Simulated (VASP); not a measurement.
Input of a VASP 6.6.1 run:

POSCAR

```
CdO
1.0
    0.0000000000      2.3583540000      2.3583540000
    2.3583540000      0.0000000000      2.3583540000
    2.3583540000      2.3583540000      0.0000000000
Cd O
1 1
Direct
    0.0000000000      0.0000000000      0.0000000000
    0.5000000000      0.5000000000      0.5000000000
```

Contents of INCAR.step1:

```
ALGO     = Normal         # electronic algorithm
EDIFF    = 1E-5           # SCF threshold, eV
EDIFFG   = -0.005         # ionic threshold
ENCUT    = 660            # plane-wave cutoff, eV
GGA      = PE             # functional
GGA_COMPAT= False        
IBRION   = 2              # ionic algorithm
ISIF     = 3              # what is computed and relaxed
ISMEAR   = -1             # smearing method
LASPH    = True           # aspherical terms in the spheres
LCHARG   = False          # write CHGCAR
LREAL    = False          # projectors in reciprocal space
LSORBIT  = True           # spin-orbit coupling
LWAVE    = True           # write WAVECAR
MAGMOM   = 0 0 0 0 0 0    # initial moments
NELM     = 200            # most SCF steps
NELMIN   = 4            
NSW      = 100            # ionic steps
PREC     = Accurate       # precision mode
SIGMA    = 0.1            # smearing width, eV
```

File INCAR.step2:

```
ALGO     = Normal         # electronic algorithm
EDIFF    = 1E-7           # SCF threshold, eV
EDIFFG   = -0.03          # ionic threshold
ENCUT    = 660            # plane-wave cutoff, eV
GGA_COMPAT= False        
IBRION   = 2              # ionic algorithm
ISIF     = 3              # what is computed and relaxed
ISMEAR   = -1             # smearing method
ISTART   = 1            
LASPH    = True           # aspherical terms in the spheres
LCHARG   = False          # write CHGCAR
LMIXTAU  = True         
LORBIT   = 11             # projections on sites
LORBMOM  = True         
LREAL    = False          # projectors in reciprocal space
LSORBIT  = True           # spin-orbit coupling
LWAVE    = False          # write WAVECAR
MAGMOM   = 0 0 0 0 0 0    # initial moments
METAGGA  = R2SCAN         # meta-GGA
NELM     = 200            # most SCF steps
NELMIN   = 4            
NSW      = 60             # ionic steps
PREC     = Accurate       # precision mode
SIGMA    = 0.1            # smearing width, eV
```

The input KPOINTS:

```
k-points
0
Gamma
  9 9 9
```

Potentials or basis: VASP PAW PBE potentials, release 64 (Cd, O).

Launch:

```bash
$ cat potpaw_PBE.64/Cd/POTCAR potpaw_PBE.64/O/POTCAR > POTCAR
$ cp INCAR.step1 INCAR
$ mpirun -np 1 vasp_ncl > vasp.out
$ cp INCAR.step2 INCAR
$ mpirun -np 1 vasp_ncl > vasp.out
```

What does it give for the space group after relaxing (to 0.1 Å)?

Fm-3m (No. 225).

Estimate the net moment.

0.00 μB per cell.

Estimate the relaxed volume.

13.16 Å³/atom.

What does it give for the relaxed cell?

a = 3.339 Å, b = 3.339 Å, c = 3.339 Å, α = 60.00°, β = 60.00°, γ = 60.00°.

Moments on the atoms (μB; x, y, z):
```
Cd  0.00 0.00 0.00
O   0.00 0.00 0.00
```

Caveat: the PAW data sets were made with another functional, which shifts forces and pressure a little. Zero-point motion and thermal expansion aren't in these numbers.
